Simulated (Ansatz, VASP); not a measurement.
**One calculation of C, two programs**

```
C
1.0
     2.09307    0.00000    0.00000
     0.00000    3.14553    0.00000
     0.00000    0.00000    2.01755
C
2
Direct
  0.00000 0.00000 0.66879
  0.50000 0.50000 0.33121
```

Alike in both runs: task relaxation of cell and atoms; functional PBE; k mesh 8 × 6 × 8; occupations gaussian, width 0.1 eV; no spin polarisation.

|  | VASP | Ansatz |
| --- | --- | --- |
| version | VASP 6.6.1 | Ansatz 0.2.0 |
| potentials or method | VASP PAW PBE potentials, release 64 (C_h), cutoff 1300 eV | scalar-relativistic, plane waves, PAW |
| valence electrons in the cell | 8 | 8 |

Ansatz gave:

```
gap on the k mesh at the Fermi level, each at its own relaxed structure (eV)  : none
relaxed volume (Å³/atom)                                                      : 5.61
relaxed length of the cell vector where the two differ most in proportion (Å) : 2.139
```

Task: Estimate VASP's values.

Result: gap on the k mesh at the Fermi level, each at its own relaxed structure (eV): none; relaxed volume (Å³/atom): 5.59; relaxed length of the cell vector where the two differ most in proportion (Å): 1.934.

A gap of «none» marks a metal or a gap that the smearing closes. One of these differences is far larger than is usual between the two programs; its cause wasn't traced.

The k mesh is coarse, so the values compare programs but aren't converged. Noted on VASP's run: the volume moved by over 15 % at a fixed basis, so the end points are rough.
